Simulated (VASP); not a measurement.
SnO: single point with B3LYP5

SnO:

```
Sn O
1.0
     3.85142    0.00000    0.00000
     0.00000    3.85142    0.00000
     0.00000    0.00000    6.16706
Sn O
2 2
Direct
  0.50000 0.00000 0.81185
  0.00000 0.50000 0.18815
  0.00000 0.00000 0.00000
  0.50000 0.50000 0.00000
```

| Item | Value |
| --- | --- |
| Program | VASP 6.6.1 |
| Task | single point |
| Functional | B3LYP5 |
| Potentials or basis | VASP PAW PBE potentials, release 64 (Sn_d, O) |
| Cutoff | 520 eV |
| k mesh | 4 × 4 × 3 |
| Occupations | fermi-dirac, width 0.05 eV |
| Spin | no spin polarisation |
| Dipole correction | no |
| Grid for exact exchange (PRECFOCK) | Normal |
| Further INCAR settings | ALGO = Normal; EDIFF = 1e-06; NBANDS = 28 |
| Share of exact exchange | 0.2 |

| Property | Result |
| --- | --- |
| Pressure | 0.2 GPa |
| Largest force | 0.114 eV/Å |
| Band gap on the k mesh | 3.21 eV (least direct gap 3.30 eV) |

Forces on the atoms (eV/Å):
```
Sn   0.000  0.000 -0.114
Sn   0.000  0.000  0.114
O    0.000  0.000  0.000
O    0.000  0.000  0.000
```

Stress tensor (GPa, compression positive):
```
0.21 0.00 0.00
0.00 0.21 0.00
0.00 0.00 0.31
```

Levels at points of the mesh, in eV from the valence-band top:
| k point | band 16 | band 17 | band 18 | band 19 | band 20 | band 21 | band 22 | band 23 | band 24 | band 25 |
| --- | --- | --- | --- | --- | --- | --- | --- | --- | --- | --- |
| (0.00, 0.00, 0.00) | -5.07 | -3.18 | -2.88 | -2.88 | 0.00 | 3.30 | 4.60 | 6.71 | 6.71 | 7.78 |
| (0.50, 0.00, 0.00) | -4.80 | -4.54 | -4.54 | -1.50 | -1.50 | 4.15 | 4.15 | 6.87 | 6.87 | 8.10 |
| (0.50, 0.50, 0.00) | -4.96 | -2.20 | -2.20 | -1.35 | -1.35 | 3.21 | 3.21 | 6.59 | 6.59 | 7.17 |

It took 41 min on 1 thread of Intel(R) Xeon(R) Platinum 8259CL CPU @ 2.50GHz (Skylake/Cascade Lake) (shared host), peak memory 0.24 GiB.

Caveat: the PAW data sets were made with another functional, which shifts forces and pressure a little; spin-orbit coupling is left out, which moves the levels of the heavy elements. A k mesh can miss the band edges.
